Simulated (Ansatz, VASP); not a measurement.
**Ru2C in VASP and in Ansatz**

The input INCAR:

```
  ALGO = Normal
  EDIFF = 1E-6
  ENCUT = 520
  GGA = PE
  ISIF = 2
  ISMEAR = 0
  LASPH = True
  LCHARG = True
  LELF = True
  LREAL = False
  LVHAR = True
  LWAVE = False
  NBANDS = 41
  NELM = 80
  PREC = Accurate
  SIGMA = 0.1
```

Contents of KPOINTS:

```
k-points
0
Gamma
  4 4 6
```

Contents of POSCAR:

```
Ru2C
1.0
    4.6684361898      0.0000000000      0.0000000000
    0.0000000000      4.8105840866      0.0000000000
    0.0000000000      0.0000000000      3.1422166662
Ru C
4 2
Direct
    0.2250000000      0.8250000000      0.5000000000
    0.7250000000      0.6750000000      0.0000000000
    0.7750000000      0.1750000000      0.5000000000
    0.2750000000      0.3250000000      0.0000000000
    0.5000000000      0.5000000000      0.5000000000
    0.0000000000      0.0000000000      0.0000000000
```

Input for Ansatz:

```yaml
crystal:
  lattice:
    - [4.6684361898, 0.0, 0.0]
    - [0.0, 4.8105840866, 0.0]
    - [0.0, 0.0, 3.1422166662]
  atoms:
    - { symbol: Ru, position: [0.225, 0.825, 0.5] }
    - { symbol: Ru, position: [0.725, 0.675, 0.0] }
    - { symbol: Ru, position: [0.775, 0.175, 0.5] }
    - { symbol: Ru, position: [0.275, 0.325, 0.0] }
    - { symbol: C, position: [0.5, 0.5, 0.5] }
    - { symbol: C, position: [0.0, 0.0, 0.0] }
basis:
  ecutwfc: 420
kpoints:
  mp_grid: { grid: [4, 4, 6] }
hamiltonian:
  xc: pbe
scf:
  occupations: { method: gaussian, width: 0.1 }
  lower_state_search: "off"
output:
  forces: true
  stress: true
  eigenvalues: true
```

Alike in both runs: task single point; functional PBE; k mesh 4 × 4 × 6; occupations gaussian, width 0.1 eV; no spin polarisation.

```csv
,VASP,Ansatz
version,VASP 6.6.1,Ansatz 0.2.0
potentials or method,"VASP PAW PBE potentials, release 64 (Ru_pv, C), cutoff 520 eV","scalar-relativistic, plane waves, PAW"
valence electrons in the cell,64,72
```

VASP gave:

| Item | Value |
| --- | --- |
| gap on the k mesh at the Fermi level (eV) | none |
| pressure (GPa) | 0.6 |
| traceless stress, the component that is largest in VASP (GPa) | 2.32 |
| rms of the force components (eV/Å) | 0.166 |

Task: Which values does Ansatz return?

Result: gap on the k mesh at the Fermi level (eV): none; pressure (GPa): 0.5; traceless stress, the component that is largest in VASP (GPa): 2.33; rms of the force components (eV/Å): 0.166.

Atom by atom the forces differ by 0.001 eV/Å (rms over components). A gap of «none» marks a metal or a gap that the smearing closes. VASP's potentials hold 64 valence electrons a cell and Ansatz's 72, so a difference there can come from the potentials and not from the codes.
